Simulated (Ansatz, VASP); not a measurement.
**One calculation of MoS2, two programs**

File INCAR:

```
  PREC = Accurate
  ENCUT = 520
  EDIFF = 1E-6
  ISMEAR = 1
  SIGMA = 0.2
  LREAL = F
  LASPH = T
  NELM = 80
  ALGO = Normal
  ISIF = 2
  LWAVE = F
  LCHARG = F
  GGA = PS
  NBANDS = 35
```

The input KPOINTS:

```
Automatic mesh
0
Gamma
  12 12 4
```

Contents of POSCAR:

```
MoS2
1.0
    3.1779268178      0.0000000000      0.0000000000
   -1.5889634089      2.7521653556      0.0000000000
    0.0000000000      0.0000000000     11.4001768735
Mo S
2 4
Direct
    0.3333333333      0.6666666667      0.2500000000
    0.6666666667      0.3333333333      0.7500000000
    0.3333333333      0.6666666667      0.6259932117
    0.6666666667      0.3333333333      0.1259932117
    0.3333333333      0.6666666667      0.8740067883
    0.6666666667      0.3333333333      0.3740067883
```

Input for Ansatz:

```yaml
crystal:
  lattice:
    - [3.1779268178, 0.0, 0.0]
    - [-1.5889634089, 2.7521653556, 0.0]
    - [0.0, 0.0, 11.4001768735]
  atoms:
    - { symbol: Mo, position: [0.3333333333, 0.6666666667, 0.25] }
    - { symbol: Mo, position: [0.6666666667, 0.3333333333, 0.75] }
    - { symbol: S, position: [0.3333333333, 0.6666666667, 0.6259932117] }
    - { symbol: S, position: [0.6666666667, 0.3333333333, 0.1259932117] }
    - { symbol: S, position: [0.3333333333, 0.6666666667, 0.8740067883] }
    - { symbol: S, position: [0.6666666667, 0.3333333333, 0.3740067883] }
basis:
  ecutwfc: 420
kpoints:
  mp_grid: { grid: [12, 12, 4] }
hamiltonian:
  xc: pbesol
scf:
  occupations: { method: cold, width: 0.2 }
output:
  forces: true
  stress: true
  eigenvalues: true
```

Alike in both runs: task single point; functional PBEsol; k mesh 12 × 12 × 4; no spin polarisation.

|  | VASP | Ansatz |
| --- | --- | --- |
| version | VASP 6.6.1 | Ansatz 0.2.0 |
| potentials or method | VASP PAW PBE potentials, release 64 (Mo_sv, S), cutoff 520 eV | scalar-relativistic, plane waves, PAW |
| occupations | methfessel-paxton of order 1, width 0.2 eV | cold, width 0.2 eV |
| valence electrons in the cell | 52 | 52 |

Ansatz gave:

```
gap on the k mesh at the Fermi level (eV)                     : none
pressure (GPa)                                                : 14.9
traceless stress, the component that is largest in VASP (GPa) : 13.92
rms of the force components (eV/Å)                            : 1.350
```

Problem. Estimate VASP's values.

Solution. gap on the k mesh at the Fermi level (eV): none; pressure (GPa): 14.8; traceless stress, the component that is largest in VASP (GPa): 13.94; rms of the force components (eV/Å): 1.349.

VASP's potentials were made for PBE, not for PBEsol. Atom by atom the forces differ by 0.001 eV/Å (rms over components). A gap of «none» marks a metal or a gap that the smearing closes.
